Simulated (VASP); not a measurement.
I, 1 atom in the cell. Symmetry: Pm-3m, No. 221, cubic system. Conventional cell: a = 3.470 Å, b = 3.470 Å, c = 3.470 Å, α = 90.00°, β = 90.00°, γ = 90.00°. Within 4.6 Å of I (site symmetry m-3m) lie 6 I at 3.47 Å. 

```yaml
Program: VASP 6.6.1
Task: single point
Functional: PBE
Potentials_or_basis: VASP PAW PBE potentials, release 64 (I)
Cutoff: 520 eV
k_mesh: 11 × 11 × 11
Occupations: fermi-dirac, width 0.1 eV
Spin: no spin polarisation
Dipole_correction: no
Further_INCAR_settings: ALGO = Normal; EDIFF = 1e-07; NBANDS = 10
```

Potentials or basis: VASP PAW PBE potentials, release 64 (I).

The run is started by

```bash
$ cat potpaw_PBE.64/I/POTCAR > POTCAR
$ mpirun -np 1 vasp_std > vasp.out
```

Hardware: 1 thread of Intel Xeon 8259CL, on a shared host.

How long does it take, and how much memory?

It took 30 s on 1 thread of Intel Xeon 8259CL (shared host), peak memory 0.16 GiB. Counts: scf iterations 12, k points 56.
